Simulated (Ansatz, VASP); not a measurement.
## One calculation of Cd3Se2S, two programs

INCAR

```
SYSTEM = Cd3Se2S
ALGO     = Normal         ! electronic algorithm
EDIFF    = 1E-6           ! SCF threshold, eV
ENCUT    = 520            ! plane-wave cutoff, eV
GGA      = PE             ! functional
ISIF     = 2              ! what is computed and relaxed
ISMEAR   = 0              ! smearing method
LASPH    = .TRUE.         ! aspherical terms in the spheres
LCHARG   = .FALSE.        ! write CHGCAR
LREAL    = .FALSE.        ! projectors in reciprocal space
LWAVE    = .FALSE.        ! write WAVECAR
NBANDS   = 66             ! bands
NELM     = 60             ! most SCF steps
PREC     = Accurate       ! precision mode
SIGMA    = 0.1            ! smearing width, eV
```

KPOINTS

```
k-points
0
G
  6 6 1
  0 0 0
```

POSCAR

```
Cd3Se2S
1.0
    4.3197322000      0.0000000000      0.0000000000
   -2.1598661000      3.7409978000      0.0000000000
    0.0000000000      0.0000000000     21.1479431000
Cd Se S
6 4 2
Direct
    0.6666667000      0.3333333000      0.1669220000
    0.6666667000      0.3333333000      0.4956190000
    0.6666667000      0.3333333000      0.8381430000
    0.3333333000      0.6666667000      0.9956190000
    0.3333333000      0.6666667000      0.3381430000
    0.3333333000      0.6666667000      0.6669220000
    0.6666667000      0.3333333000      0.2938320000
    0.6666667000      0.3333333000      0.6227710000
    0.3333333000      0.6666667000      0.1227710000
    0.3333333000      0.6666667000      0.7938320000
    0.6666667000      0.3333333000      0.9597130000
    0.3333333000      0.6666667000      0.4597130000
```

Input for Ansatz:

```yaml
crystal:
  lattice:
    - [4.3197322, 0.0, 0.0]
    - [-2.1598661, 3.7409978, 0.0]
    - [0.0, 0.0, 21.1479431]
  atoms:
    - { symbol: Cd, position: [0.6666667, 0.3333333, 0.166922] }
    - { symbol: Cd, position: [0.6666667, 0.3333333, 0.495619] }
    - { symbol: Cd, position: [0.6666667, 0.3333333, 0.838143] }
    - { symbol: Cd, position: [0.3333333, 0.6666667, 0.995619] }
    - { symbol: Cd, position: [0.3333333, 0.6666667, 0.338143] }
    - { symbol: Cd, position: [0.3333333, 0.6666667, 0.666922] }
    - { symbol: Se, position: [0.6666667, 0.3333333, 0.293832] }
    - { symbol: Se, position: [0.6666667, 0.3333333, 0.622771] }
    - { symbol: Se, position: [0.3333333, 0.6666667, 0.122771] }
    - { symbol: Se, position: [0.3333333, 0.6666667, 0.793832] }
    - { symbol: S, position: [0.6666667, 0.3333333, 0.959713] }
    - { symbol: S, position: [0.3333333, 0.6666667, 0.459713] }
basis:
  ecutwfc: 420
kpoints:
  mp_grid: { grid: [6, 6, 1] }
hamiltonian:
  xc: pbe
scf:
  occupations: { method: gaussian, width: 0.1 }
  lower_state_search: "off"
output:
  forces: true
  stress: true
  eigenvalues: true
```

Alike in both runs: task single point; functional PBE; k mesh 6 × 6 × 1; occupations gaussian, width 0.1 eV; no spin polarisation.

|  | VASP | Ansatz |
| --- | --- | --- |
| version | VASP 6.6.1 | Ansatz 0.2.0 |
| potentials or method | VASP PAW PBE potentials, release 64 (Cd, Se, S), cutoff 520 eV | scalar-relativistic, plane waves, PAW |
| valence electrons in the cell | 108 | 196 |

VASP gave:

```
gap on the k mesh at the Fermi level (eV) : 0.62
least direct gap on the mesh (eV)         : 0.62
pressure (GPa)                            : 0.3
```

Q: What did Ansatz give for the same quantities?

A: gap on the k mesh at the Fermi level (eV): 0.62; least direct gap on the mesh (eV): 0.62; pressure (GPa): 0.0.

With one functional, cell and mesh, what is left measures potentials, basis and numerics. VASP's potentials hold 108 valence electrons a cell and Ansatz's 196, so a difference there can come from the potentials and not from the codes.
